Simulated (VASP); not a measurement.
Wanted: the native input for a VASP 6.6.1 run.

* Task: single point
* Functional: LDA
* Potentials or basis: VASP PAW LDA potentials, release 64 (Ga_d, N)
* Cutoff: 600 eV
* k mesh: 8 × 6 × 8
* Occupations: gaussian, width 0.02 eV
* Spin: no spin polarisation
* Dipole correction: no
* Further INCAR settings: ALGO = Normal; EDIFF = 1e-06; NBANDS = 26

The structure of GaN (l.eB) lies in POSCAR:

```
GaN
1.0
    3.1503047535      0.0000000000      0.0000000000
    0.0000000000      4.4552037691      0.0000000000
    0.0000000000      0.0000000000      3.1503047815
Ga N
2 2
Direct
    0.0000000000      0.0000000000      0.0000000000
    0.5000000000      0.5000000000      0.5000031000
    0.5000000000      0.2500000000      0.0000000000
    0.0000000000      0.7500000000      0.5000031000
```

One way to write it, as run:

INCAR

```
PREC = Accurate ; ENCUT = 600
EDIFF = 1E-6 ; ISMEAR = 0
SIGMA = 0.02 ; LREAL = F
LASPH = T ; NELM = 120
ALGO = Normal ; ISIF = 2
LWAVE = F ; LCHARG = F
NBANDS = 26 ; GGA_COMPAT = F
```

KPOINTS

```
Automatic mesh
0
Gamma
  8 6 8
```

Potentials or basis: VASP PAW LDA potentials, release 64 (Ga_d, N).

Launch:

```bash
$ cat potpaw_LDA.64/Ga_d/POTCAR potpaw_LDA.64/N/POTCAR > POTCAR
$ mpirun -np 1 vasp_std > vasp.out
```

Results of the run:

The pressure is 1.1 GPa and the band gap on the k mesh is 1.97 eV.

It took 120 s on 1 thread of AMD EPYC 7R13, with other jobs on the host, peak memory 0.17 GiB.
